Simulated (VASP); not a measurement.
# Sb2Se3 (P-3m1) in VASP: single point with PBE

Aim: the single point of Sb2Se3 with PBE.

Everything below comes from runs of VASP 6.6.1. Logs are shortened: lines on timing, memory, paths and dates and some standing lists are left out, and cuts for length are marked.

## 1. The cell of the first run

It takes space group P-3m1 (No. 164, trigonal). Conventional cell: a = 4.108 Å, b = 4.108 Å, c = 10.207 Å, α = 90.00°, β = 90.00°, γ = 120.00°. Within 3.7 Å of Sb (site symmetry 3m) lie 6 Se at 2.80 to 3.03 Å. Within 3.7 Å of Se (site symmetry 3m) lie 3 Sb at 2.80 Å. Within 4.0 Å of Se (site symmetry -3m) lie 6 Sb at 3.03 Å.

## 2. Single point, PBE

INCAR reads:

```
SYSTEM = Sb2Se3
PREC     = Accurate       ! precision mode
ENCUT    = 500            ! plane-wave cutoff, eV
EDIFF    = 1E-6           ! SCF threshold, eV
ISMEAR   = 0              ! smearing method
SIGMA    = 0.15           ! smearing width, eV
LREAL    = .False.        ! projectors in reciprocal space
LASPH    = .True.         ! aspherical terms in the spheres
NELM     = 120            ! most SCF steps
ALGO     = Normal         ! electronic algorithm
ISIF     = 2              ! what is computed and relaxed
LWAVE    = .False.        ! write WAVECAR
LCHARG   = .False.        ! write CHGCAR
GGA      = PE             ! functional
NBANDS   = 22             ! bands
GGA_COMPAT= .False.
```

KPOINTS reads:

```
regular mesh
0
Gamma
  3 3 2
  0 0 0
```

POSCAR reads:

```
Sb2Se3
1.0
    4.1077564663      0.0000000000      0.0000000000
   -2.0538782331      3.5574214523      0.0000000000
    0.0000000000      0.0000000000     10.2066672514
Sb Se
2 3
Direct
    0.6666666667      0.3333333333      0.8159951461
    0.3333333333      0.6666666667      0.1840048539
    0.6666666667      0.3333333333      0.3295457390
    0.3333333333      0.6666666667      0.6704542610
    0.0000000000      0.0000000000      0.0000000000
```

Potentials or basis: VASP PAW PBE potentials, release 64 (Sb, Se).

The run is started by

```sh
cat potpaw_PBE.64/Sb/POTCAR potpaw_PBE.64/Se/POTCAR > POTCAR
mpirun -np 1 vasp_std > vasp.out
```

OUTCAR:

```text
SYSTEM = Sb2Se3
   PREC = Accurate
   ENCUT = 500
   EDIFF = 1E-6
   ISMEAR = 0
   LREAL = .False.
   LASPH = .True.
   NELM = 120
   ISIF = 2
   GGA = PE

 ion  position               nearest neighbor table
   1  0.667  0.333  0.816-   4 2.80   4 2.80   4 2.80   5 3.03   5 3.03   5 3.03
   2  0.333  0.667  0.184-   3 2.80   3 2.80   3 2.80   5 3.03   5 3.03   5 3.03
   3  0.667  0.333  0.330-   2 2.80   2 2.80   2 2.80
   4  0.333  0.667  0.670-   1 2.80   1 2.80   1 2.80
   5  0.000  0.000  0.000-   1 3.03   2 3.03   2 3.03   1 3.03   1 3.03   2 3.03

  LATTYP: Found a hexagonal cell.
 ALAT       =     4.1077564663
 C/A-ratio  =     2.4847303717

  Lattice vectors:

 A1 = (   4.1077564663,   0.0000000000,   0.0000000000)
 A2 = (  -2.0538782331,   3.5574214523,   0.0000000000)
 A3 = (   0.0000000000,   0.0000000000,  10.2066672514)

Analysis of symmetry for initial positions (statically):
=====================================================================
 Subroutine PRICEL returns:
 Original cell was already a primitive cell.

 Routine SETGRP: Setting up the symmetry group for a
 hexagonal supercell.

 Subroutine GETGRP returns: Found 12 space group operations
 (whereof 12 operations were pure point group operations)
 out of a pool of 24 trial point group operations.

The static configuration has the point symmetry D_3d.

Analysis of symmetry for dynamics (positions and initial velocities):
=====================================================================
 Subroutine PRICEL returns:
 Original cell was already a primitive cell.

 Routine SETGRP: Setting up the symmetry group for a
 hexagonal supercell.

 Subroutine GETGRP returns: Found 12 space group operations
 (whereof 12 operations were pure point group operations)
 out of a pool of 24 trial point group operations.

The dynamic configuration has the point symmetry D_3d.

 Subroutine INISYM returns: Found 12 space group operations
 (whereof 12 operations are pure point group operations),
 and found     1 'primitive' translations

----------------------------------------------------------------------------------------

                                     Primitive cell

  volume of cell :     149.1502

  direct lattice vectors                    reciprocal lattice vectors
     4.107756466  0.000000000  0.000000000     0.243441891  0.140551241  0.000000000
    -2.053878233  3.557421452  0.000000000     0.000000000  0.281102482  0.000000000
     0.000000000  0.000000000 10.206667251     0.000000000  0.000000000  0.097975174

  length of vectors
     4.107756466  4.107756466 10.206667251     0.281102482  0.281102482  0.097975174

  position of ions in fractional coordinates (direct lattice)
     0.666666667  0.333333333  0.815995146
     0.333333333  0.666666667  0.184004854
     0.666666667  0.333333333  0.329545739
     0.333333333  0.666666667  0.670454261
     0.000000000  0.000000000  0.000000000

  ion indices of the primitive-cell ions
   primitive index   ion index
                 1           1
                 2           2
                 3           3
                 4           4
                 5           5

----------------------------------------------------------------------------------------

 KPOINTS: regular mesh

Automatic generation of k-mesh.
 Grid dimensions read from file:
 generate k-points for:    3    3    2

 Generating k-lattice:

  Cartesian coordinates                     Fractional coordinates (reciprocal lattice)
     0.081147297  0.046850414  0.000000000     0.333333333  0.000000000  0.000000000
     0.000000000  0.093700827  0.000000000     0.000000000  0.333333333  0.000000000
     0.000000000  0.000000000  0.048987587     0.000000000  0.000000000  0.500000000

  Length of vectors
     0.093700827  0.093700827  0.048987587

  Shift w.r.t. Gamma in fractional coordinates (k-lattice)
     0.000000000  0.000000000  0.000000000

 Subroutine IBZKPT returns following result:
 ===========================================

 Found      6 irreducible k-points:

 Following reciprocal coordinates:
            Coordinates               Weight
  0.000000  0.000000  0.000000      1.000000
  0.333333 -0.000000  0.000000      6.000000
  0.333333  0.333333  0.000000      2.000000
  0.000000  0.000000  0.500000      1.000000
  0.333333 -0.000000  0.500000      6.000000
  0.333333  0.333333  0.500000      2.000000
   k-points           NKPTS =      6   k-points in BZ     NKDIM =      6   number of bands    NBANDS=     22
   number of dos      NEDOS =    301   number of ions     NIONS =      5
   total plane-waves  NPLWV =  72000
   dimension x,y,z NGX =    30 NGY =   30 NGZ =   80
   dimension x,y,z NGXF=    60 NGYF=   60 NGZF=  160
   ions per type =               2   3
   NGX,Y,Z   is equivalent  to a cutoff of  12.14, 12.14, 13.03 a.u.
   NGXF,Y,Z  is equivalent  to a cutoff of  24.28, 24.28, 26.06 a.u.
 SYSTEM =  Sb2Se3
   PREC   = accura    normal or accurate (medium, high low for compatibility)
   ISTART =      0    job   : 0-new  1-cont  2-samecut
   ICHARG =      2    charge: 1-file 2-atom 10-const
   ISPIN  =      1    spin polarized calculation?
   LNONCOLLINEAR =      F non collinear calculations
   LSORBIT =      F    spin-orbit coupling
   LASPH  =      T    aspherical Exc in radial PAW
   ENCUT  =  500.0 eV  36.75 Ry    6.06 a.u.   7.49  7.49 18.61*2*pi/ulx,y,z
   NELM   =    120;   NELMIN=  2; NELMDL= -5     # of ELM steps
   EDIFF  = 0.1E-05   stopping-criterion for ELM
   LREAL  =      F    real-space projection
   EDIFFG = 0.1E-04   stopping-criterion for IOM
   NSW    =      0    number of steps for IOM
   IBRION =     -1    ionic relax: 0-MD 1-quasi-New 2-CG
   NFREE  =      0    steps in history (QN), initial steepest desc. (CG)
   ISIF   =      2    stress and relaxation
   ISYM   =      2    0-nonsym 1-usesym 2-fastsym
   POTIM  = 0.5000    time-step for ionic-motion
   TEBEG  =    0.0;   TEEND  =   0.0 temperature during run
   PSTRESS=    0.0 pullay stress
   NELECT =      28.0000    total number of electrons
   NUPDOWN=      -1.0000    fix difference up-down
   EMIN   =  10.00;   EMAX   =-10.00  energy-range for DOS
   EFERMI =   0.00;   METHOD = LEGACY
   ISMEAR =     0;   SIGMA  =   0.15  broadening in eV -4-tet -1-fermi 0-gaus
   EFERMI_NEDOS =   21; number of points for ismear=-14 and -15
   IALGO  =     38    algorithm
   IMIX   =      4    mixing-type and parameters
     AMIX     =   0.40;   BMIX     =  1.00
     AMIX_MAG =   1.60;   BMIX_MAG =  1.00
  volume/ion in A,a.u.               =      29.83       201.30
  Fermi-wavevector in a.u.,A,eV,Ry     =   0.937388  1.771407 11.955396  0.878697
  Thomas-Fermi vector in A             =   2.064494
   LORBIT       =      0    0 simple, 1 ext, 2 COOP (PROOUT), +10 PAW based schemes
   GGA     = PE    functional components
   LHFCALC =     F    Hartree Fock is set to
   AEXX    =    0.0000 exact exchange contribution
   IVDW    =     0    specifies the selected vdW correction
   LEPSILON=     F    determine dielectric tensor
   LRPA    =     F    only Hartree local field effects (RPA)
 non-spin polarized calculation
 Gauss-broadening in eV      SIGMA  =   0.15
  energy-cutoff  :      500.00
  volume of cell :      149.15
 maximum number of plane-waves:      3794
 NGX is ok and might be reduce to    30
   NGX = 15   NGY = 15   NGZ = 37

 number of electron      27.9999998 magnetization

 Free energy of the ion-electron system (eV)
  ---------------------------------------------------
  ext. energy  EPLUGINS =         0.00000000
  ---------------------------------------------------
  free energy    TOTEN  =       -20.12565454 eV

  energy without entropy =      -20.12245177  energy(sigma->0) =      -20.12405316

 E-fermi :   3.9066     XC(G=0):  -8.8380

 val. band max:        3.6972495782   @ k =   0.0000   0.0000   0.0000
 cond. band min:       4.0760518040   @ k =   0.0000   0.0000   0.0000
 fundamental gap:      0.3788022258
 Fermi energy:         3.9065968433

 k-point     1 :       0.0000    0.0000    0.0000
  band No.  band energies     occupation
      1     -10.1087      2.00000
      2      -9.5791      2.00000
      3      -8.7800      2.00000
      4      -4.5429      2.00000
      5      -3.3021      2.00000
      6       1.9488      2.00000
[... 14 lines left out ...]
     21       9.7559      0.00000
     22      10.4078      0.00000

 k-point     2 :       0.3333   -0.0000    0.0000
  band No.  band energies     occupation
      1      -9.2869      2.00000
      2      -8.9158      2.00000
      3      -8.4849      2.00000
      4      -5.0166      2.00000
      5      -4.5380      2.00000
      6      -0.9559      2.00000
[... 14 lines left out ...]
     21       8.3714      0.00000
     22      10.2992      0.00000

 k-point     3 :       0.3333    0.3333    0.0000
  band No.  band energies     occupation
      1      -8.4889      2.00000
      2      -8.4889      2.00000
      3      -8.4524      2.00000
      4      -5.3974      2.00000
      5      -5.3974      2.00000
      6      -1.1079      2.00000
[... 14 lines left out ...]
     21      10.3676      0.00000
     22      10.3679      0.00000

 k-point     4 :       0.0000    0.0000    0.5000
  band No.  band energies     occupation
      1     -10.0700      2.00000
      2      -9.6664      2.00000
      3      -8.7142      2.00000
      4      -4.6579      2.00000
      5      -3.1650      2.00000
      6       1.5962      2.00000
[... 14 lines left out ...]
     21       9.6804      0.00000
     22      10.5080      0.00000

 k-point     5 :       0.3333   -0.0000    0.5000
  band No.  band energies     occupation
      1      -9.2529      2.00000
      2      -8.9860      2.00000
      3      -8.4456      2.00000
      4      -5.0137      2.00000
      5      -4.5447      2.00000
      6      -0.9444      2.00000
[... 14 lines left out ...]
     21       8.2584      0.00000
     22      10.2832      0.00000

 k-point     6 :       0.3333    0.3333    0.5000
  band No.  band energies     occupation
      1      -8.4887      2.00000
      2      -8.4887      2.00000
      3      -8.4524      2.00000
      4      -5.3998      2.00000
      5      -5.3998      2.00000
      6      -1.1523      2.00000
[... 14 lines left out ...]
     21      10.6579      0.00000
     22      10.6586      0.00000

------------------------ aborting loop because EDIFF is reached ----------------------------------------

  FORCE on cell =-STRESS in cart. coord.  units (eV):
  Direction    XX          YY          ZZ          XY          YZ          ZX
  --------------------------------------------------------------------------------------
  -------------------------------------------------------------------------------------
  Total        0.0205369      0.0205369      0.1610005      0.0000000     -0.0000000      0.0000000
  in kB        0.2206083      0.2206083      1.7294731      0.0000000     -0.0000000      0.0000000
  external PRESSURE =       0.7235632 kB  Pullay stress =       0.0000000 kB

 VOLUME and BASIS-vectors are now :
 -----------------------------------------------------------------------------
  energy-cutoff  :      500.00
  volume of cell :      149.15
      direct lattice vectors                 reciprocal lattice vectors
     4.107756466  0.000000000  0.000000000     0.243441891  0.140551241  0.000000000
    -2.053878233  3.557421452  0.000000000     0.000000000  0.281102482  0.000000000
     0.000000000  0.000000000 10.206667251     0.000000000  0.000000000  0.097975174

 POSITION                                       TOTAL-FORCE (eV/Angst)
 -----------------------------------------------------------------------------------
      2.05388      1.18581      8.32859         0.000000      0.000000      0.013066
     -0.00000      2.37161      1.87808        -0.000000      0.000000     -0.013066
      2.05388      1.18581      3.36356         0.000000     -0.000000      0.004580
     -0.00000      2.37161      6.84310        -0.000000      0.000000     -0.004580
      0.00000      0.00000      0.00000         0.000000      0.000000      0.000000
 -----------------------------------------------------------------------------------
    total drift:                               -0.000000      0.000000      0.000000

  FREE ENERGIE OF THE ION-ELECTRON SYSTEM (eV)
  ---------------------------------------------------
  free  energy   TOTEN  =       -20.1256545428 eV

  energy  without entropy=      -20.1224517748  energy(sigma->0) =      -20.12405316
```

Wall time 38 s (1 thread of AMD EPYC 7R13, shared host); peak memory 0.21 GiB.

Results:

```yaml
Free_energy: -20.1257 eV
Pressure: 0.1 GPa
Largest_force: 0.013 eV/Å
Band_gap_on_the_k_mesh: 0.38 eV, direct
```

Forces in eV/Å, atoms in the order of the input:
```
Sb   0.000  0.000  0.013
Sb   0.000  0.000 -0.013
Se   0.000  0.000  0.005
Se   0.000  0.000 -0.005
Se   0.000  0.000  0.000
```

Stress tensor (GPa, compression positive):
```
0.02 0.00 0.00
0.00 0.02 0.00
0.00 0.00 0.17
```

Caveat: the k points lie up to 0.59 Å⁻¹ apart; spin-orbit coupling is left out, which moves the levels of the heavy elements; this functional lacks dispersion, which binds the layers, so the pressure and a relaxed spacing across them are unreliable.
